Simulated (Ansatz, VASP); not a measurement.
One calculation of GaP, two programs

```
Ga P
1.0
     0.00000    2.53783    2.74955
     2.74955    0.00000    2.74955
     2.74955    2.53783    0.00000
Ga P
1 1
Cartesian
  0.0000 0.0000 0.0000
  4.1243 3.8067 4.1243
```

Alike in both runs: task single point; functional PBE; k mesh 10 × 10 × 10; occupations gaussian, width 0.05 eV; no spin polarisation.

|  | VASP | Ansatz |
| --- | --- | --- |
| version | VASP 6.6.1 | Ansatz 0.2.0 |
| potentials or method | VASP PAW PBE potentials, release 64 (Ga_d, P), cutoff 520 eV | scalar-relativistic, plane waves, PAW |
| valence electrons in the cell | 18 | 18 |

VASP gave:

```
gap on the k mesh at the Fermi level (eV)                     : 0.75
least direct gap on the mesh (eV)                             : 1.96
pressure (GPa)                                                : 7.5
traceless stress, the component that is largest in VASP (GPa) : 3.29
```

Task: What did Ansatz give for the same quantities?

Result: gap on the k mesh at the Fermi level (eV): 0.75; least direct gap on the mesh (eV): 1.96; pressure (GPa): 7.6; traceless stress, the component that is largest in VASP (GPa): 3.28.
